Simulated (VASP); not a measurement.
Wanted: the native input for a VASP 6.6.1 run.

| Quantity | Value |
| --- | --- |
| Task | single point |
| Functional | PBE |
| Potentials or basis | VASP PAW PBE potentials, release 64 (Si, O) |
| Cutoff | 520 eV |
| k mesh | 6 × 6 × 8 |
| Occupations | fermi-dirac, width 0.05 eV |
| Spin | no spin polarisation |
| Dipole correction | no |
| Further INCAR settings | ALGO = Normal; EDIFF = 1e-07; NBANDS = 25 |

The structure of SiO2 (Stishovite) lies in POSCAR:

```
SiO2
1.0
    4.2322707776      0.0000000000      0.0000000000
    0.0000000000      4.2322707776      0.0000000000
    0.0000000000      0.0000000000      2.7002724431
Si O
2 4
Direct
    0.0000000000      0.0000000000      0.0000000000
    0.5000000000      0.5000000000      0.5000000000
    0.3059000000      0.3059000000      0.0000000000
    0.1941000000      0.8059000000      0.5000000000
    0.6941000000      0.6941000000      0.0000000000
    0.8059000000      0.1941000000      0.5000000000
```

These files were run (other wordings do the same):

INCAR

```
ALGO = Normal
EDIFF = 1E-7
ENCUT = 520
GGA = PE
ISIF = 2
ISMEAR = -1
LASPH = T
LCHARG = F
LREAL = F
LWAVE = F
NBANDS = 25
NELM = 100
PREC = Accurate
SIGMA = 0.05
```

KPOINTS

```
k-points
0
Gamma
  6 6 8
```

Potentials or basis: VASP PAW PBE potentials, release 64 (Si, O).

Command:

```sh
$ cat potpaw_PBE.64/Si/POTCAR potpaw_PBE.64/O/POTCAR > POTCAR
$ mpirun -np 1 vasp_std > vasp.out
```

It gave:

The pressure is -1.2 GPa and the largest force is 0.158 eV/Å. The band gap on the k mesh is 4.93 eV, direct.

Wall time 17 s on 1 thread of Intel(R) Xeon(R) 6975P-C (Granite Rapids), with other jobs on the host, peak memory 0.17 GiB.
